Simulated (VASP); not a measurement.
Runs of VASP 6.6.1 on AlN. The structure is that of space group F-43m (No. 216), or close to it. The cells are those of the table. 

```csv
task,cell,k mesh,cutoff (eV),smearing,gap on the mesh (eV),pressure (GPa),relaxed volume (Å³/atom)
single point,"a = 3.114 Å, angles 60.0°, 2 atoms",10 × 10 × 10,520,gaussian 0.02 eV,3.30,-0.3,-
relaxation of cell and atoms,"relaxed from a = 3.112 Å, angles 60.0°, 2 atoms",10 × 10 × 10,600,gaussian 0.02 eV,(b),0.0,10.65
relaxation of cell and atoms,"relaxed from a = 3.089 Å, angles 60.0°, 2 atoms",6 × 6 × 6,600,gaussian 0.1 eV,3.30,0.0,10.65
single point,"a = 3.089 Å, angles 60.0°, 2 atoms",6 × 6 × 6,520,gaussian 0.1 eV,3.32,4.6,-
single point,"a = 3.112 Å, angles 60.0°, 2 atoms",6 × 6 × 6,520,gaussian 0.1 eV,3.30,(a),-
```

Alike in all rows: level PBE; potentials or basis VASP PAW PBE potentials, release 64 (Al, N); no spin polarisation.

Q: Fill in the values left out.

A: (a) -0.1; (b) 3.31.

A k mesh can miss the band edges.
